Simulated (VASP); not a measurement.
Here is a VASP 6.6.1 calculation.

File INCAR:

```
SYSTEM = ScIn3Rh
  PREC = Accurate
  ENCUT = 500
  EDIFF = 1E-7
  ISMEAR = 0
  SIGMA = 0.1
  LREAL = .False.
  LASPH = .True.
  NELM = 120
  ALGO = Normal
  ISIF = 3
  LWAVE = .False.
  LCHARG = .False.
  GGA = PE
  IBRION = 2
  NSW = 90
  EDIFFG = -0.04
  GGA_COMPAT = .False.
  NELMIN = 4
```

The input KPOINTS:

```
Automatic mesh
0
Gamma
  4 4 4
  0 0 0
```

File POSCAR:

```
ScIn3Rh
1.0
    4.4457403600      0.0000000000      0.0000000000
    0.0000000000      4.4457403600      0.0000000000
    0.0000000000      0.0000000000      4.4457403600
Sc In Rh
1 3 1
Direct
    0.0000000000      0.0000000000      0.0000000000
    0.5000000000      0.5000000000      0.0000000000
    0.0000000000      0.5000000000      0.5000000000
    0.5000000000      0.0000000000      0.5000000000
    0.5000000000      0.5000000000      0.5000000000
```

Potentials or basis: VASP PAW PBE potentials, release 64 (Sc_sv, In_d, Rh_pv).

The run is started by

```console
$ cat potpaw_PBE.64/Sc_sv/POTCAR potpaw_PBE.64/In_d/POTCAR potpaw_PBE.64/Rh_pv/POTCAR > POTCAR
$ mpirun -np 1 vasp_std > vasp.out
```

**Question.** What does it give for the relaxed cell?

**Answer.** a = 5.044 Å, b = 5.044 Å, c = 5.044 Å, α = 90.00°, β = 90.00°, γ = 90.00°.

**Question.** Estimate the space group after relaxing (to 0.1 Å).

**Answer.** Pm-3m (No. 221).

Step by step:
```tsv
step	energy change (eV)	largest force (eV/Å)	pressure (GPa)	volume (Å³)
1	0.0000	0.0000	65.07	87.87
2	-1.7163	0.0000	-8.48	213.48
3	-5.7532	0.0000	-2.24	132.95
4	-5.7794	0.0000	-1.04	130.42
5	-5.7859	0.0000	0.05	128.37
```

Caveat: the volume moved by over 15 % at a fixed basis, so the end points are rough.
